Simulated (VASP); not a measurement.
Input of a VASP 6.6.1 run:

File INCAR:

```
  PREC = Accurate
  ENCUT = 520
  EDIFF = 1E-7
  ISMEAR = 0
  SIGMA = 0.1
  LREAL = Auto
  LASPH = T
  NELM = 60
  ALGO = Normal
  ISIF = 2
  LWAVE = F
  LCHARG = F
  GGA = PE
  NBANDS = 126
```

The input KPOINTS:

```
regular mesh
0
Gamma
  3 3 3
```

The input POSCAR:

```
Mo16H
1.0
    6.3000000000      0.0000000000      0.0000000000
    0.0000000000      6.3000000000      0.0000000000
    0.0000000000      0.0000000000      6.3000000000
Mo H
16 1
Direct
   -0.0009917460      0.0027196825      0.0001485714
    0.5006453968     -0.0002182540      0.0001485714
   -0.0108076190      0.5112611111      0.0001482540
   -0.0018271429     -0.0019357143      0.5001485714
    0.2546995238      0.2457034921      0.2666373016
    0.4977238095      0.5014255556      0.0001482540
    0.5035907937     -0.0031644444      0.5001487302
    0.7503931746      0.2505903175      0.2511442857
   -0.0012120635      0.5016298413      0.5001487302
    0.2498355556      0.7500206349      0.2511430159
    0.2546988889      0.2457042857      0.7336644444
    0.5023550794      0.5022487302      0.5001488889
    0.7482006349      0.7522185714      0.2512293651
    0.7503933333      0.2505901587      0.7491531746
    0.2498357143      0.7500206349      0.7491546032
    0.7482007937      0.7522184127      0.7490696825
    0.1915404762      0.3089207937      0.0001512698
```

Potentials or basis: VASP PAW PBE potentials, release 64 (Mo_sv, H).

Launch:

```sh
$ cat potpaw_PBE.64/Mo_sv/POTCAR potpaw_PBE.64/H/POTCAR > POTCAR
$ mpirun -np 1 vasp_std > vasp.out
```

Estimate the pressure.

6.6 GPa.

What does it give for the band gap on the k mesh?

Zero (an odd number of electrons rules out a gap without spin polarisation).

Predict the largest force.

0.047 eV/Å.

Stress tensor (GPa, compression positive):
```
 5.63 -0.84  0.00
-0.84  5.63  0.00
 0.00  0.00  8.49
```
